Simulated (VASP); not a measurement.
Runs of VASP 6.6.1 on In. The structure is that of space group I4/mmm (No. 139), or close to it. The cells are those of the table. 

| cell | further INCAR settings | gap on the mesh (eV) | pressure (GPa) |
| --- | --- | --- | --- |
| a = 3.534 Å, angles 128.7, 128.7, 75.5°, 1 atom | ALGO = Fast; EDIFF = 1e-07; NBANDS = 12 | none | -0.5 |
| a = 3.413 Å, angles 124.1, 124.1, 83.0°, 1 atom | ALGO = Fast; EDIFF = 1e-06; NBANDS = 12 | none | -0.9 |
| a = 3.290 Å, angles 117.1, 117.1, 95.1°, 1 atom | ALGO = Fast; EDIFF = 1e-06; NBANDS = 12 | none | -1.0 |
| a = 3.268 Å, angles 115.2, 115.2, 98.6°, 1 atom | ALGO = Fast; EDIFF = 1e-07; NBANDS = 12 | none | -1.0 |
| a = 3.452 Å, angles 125.7, 125.7, 80.4°, 1 atom | ALGO = Fast; EDIFF = 1e-06; NBANDS = 12 | none | (a) |

Alike in all rows: task single point; level PBEsol; potentials or basis VASP PAW PBE potentials, release 64 (In_d); no spin polarisation; k mesh 22 × 22 × 22; cutoff (eV) 520; smearing gaussian 0.15 eV.

Q: Estimate the missing entries.

A: (a) -0.8.

Caveats: the PAW data sets were made with another functional, which shifts forces and pressure a little; spin-orbit coupling is left out, which moves the levels of the heavy elements.

A k mesh can miss the band edges, and the runs leave out spin-orbit coupling on In.

A gap of «none» marks levels without a gap at the run's occupations.
